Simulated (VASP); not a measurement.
Wanted: the native input for a VASP 6.6.1 run.

```yaml
Task: single point
Functional: LDA
Potentials_or_basis: VASP PAW LDA potentials, release 64 (Rh_pv)
Cutoff: 520 eV
k_mesh: 21 × 21 × 20
Occupations: gaussian, width 0.15 eV
Spin: no spin polarisation
Dipole_correction: no
Further_INCAR_settings: ALGO = Fast; EDIFF = 1e-06; NBANDS = 22
```

The structure of Rh lies in POSCAR:

```
Rh
1.0
    0.0000000000     -1.8770352621     -1.8770352621
   -1.8770352621      0.0000000000     -1.8770352621
    1.8770352621      1.8770352621     -3.7540705242
Rh
2
Direct
    0.4363485704      0.5473951485      0.4999990593
    0.0636514296     -0.0473951485      0.0000009407
```

This cell differs from its parent crystal: atoms displaced along several vibrational modes.

These files were run (other wordings do the same):

INCAR

```
SYSTEM = Rh
PREC     = Accurate       ! precision mode
ENCUT    = 520            ! plane-wave cutoff, eV
EDIFF    = 1E-6           ! SCF threshold, eV
ISMEAR   = 0              ! smearing method
SIGMA    = 0.15           ! smearing width, eV
LREAL    = .FALSE.        ! projectors in reciprocal space
LASPH    = .TRUE.         ! aspherical terms in the spheres
NELM     = 100            ! most SCF steps
ALGO     = Fast           ! electronic algorithm
ISIF     = 2              ! what is computed and relaxed
LWAVE    = .FALSE.        ! write WAVECAR
LCHARG   = .FALSE.        ! write CHGCAR
GGA      = CA             ! functional
NBANDS   = 22             ! bands
KPAR     = 4
```

KPOINTS

```
regular mesh
0
G
  21 21 20
  0 0 0
```

Potentials or basis: VASP PAW LDA potentials, release 64 (Rh_pv).

Command:

```bash
$ cat potpaw_LDA.64/Rh_pv/POTCAR > POTCAR
$ mpirun -np 4 vasp_std > vasp.out
```

It gave:

```
Pressure               : 4.2 GPa
Largest force          : 1.090 eV/Å
Band gap on the k mesh : zero (bands 15 and 16 overlap by 2.28 eV)
```

Caveat: the cell differs from its parent crystal (atoms displaced along several vibrational modes); the stress differs along the axes, from 1 to 7 GPa; forces of over 1 eV/Å act on the atoms, so gaps and moduli don't describe the material at rest.

Wall time 13 min on 4 MPI ranks on Oxide Virtual Turin-like Processor, with other jobs on the host, peak memory 1.8 GiB a rank.
